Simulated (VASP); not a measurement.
Here is a VASP 6.6.1 calculation.

The input INCAR:

```
SYSTEM = GaP
  ALGO = Normal
  EDIFF = 1E-6
  ENCUT = 520
  GGA = PE
  ISIF = 2
  ISMEAR = -1
  LASPH = .True.
  LCHARG = .False.
  LREAL = .False.
  LWAVE = .False.
  NBANDS = 16
  NELM = 60
  PREC = Accurate
  SIGMA = 0.02
```

File KPOINTS:

```
k-points
0
Gamma
  8 8 8
  0 0 0
```

POSCAR

```
GaP
1.0
    0.0000000000      2.6981452945      2.7489678072
    2.6981452945      0.0000000000      2.7489678072
    2.6981452945      2.6981452945      0.0000000000
Ga P
1 1
Direct
    0.0000000000      0.0000000000      0.0000000000
    0.2500000000      0.2500000000      0.2500000000
```

Potentials or basis: VASP PAW PBE potentials, release 64 (Ga_d, P).

Run with:

```bash
$ cat potpaw_PBE.64/Ga_d/POTCAR potpaw_PBE.64/P/POTCAR > POTCAR
$ mpirun -np 1 vasp_std > vasp.out
```

Problem. What does it give for the pressure?

Solution. 3.4 GPa.

Problem. Estimate the band gap on the k mesh.

Solution. 1.53 eV, indirect (least direct gap 1.88 eV).

Stress tensor (GPa, compression positive):
```
3.90 0.00 0.00
0.00 3.90 0.00
0.00 0.00 2.48
```

Caveat: the cell differs from its parent crystal (epitaxial xy strain -1.0%). A k mesh can miss the band edges.
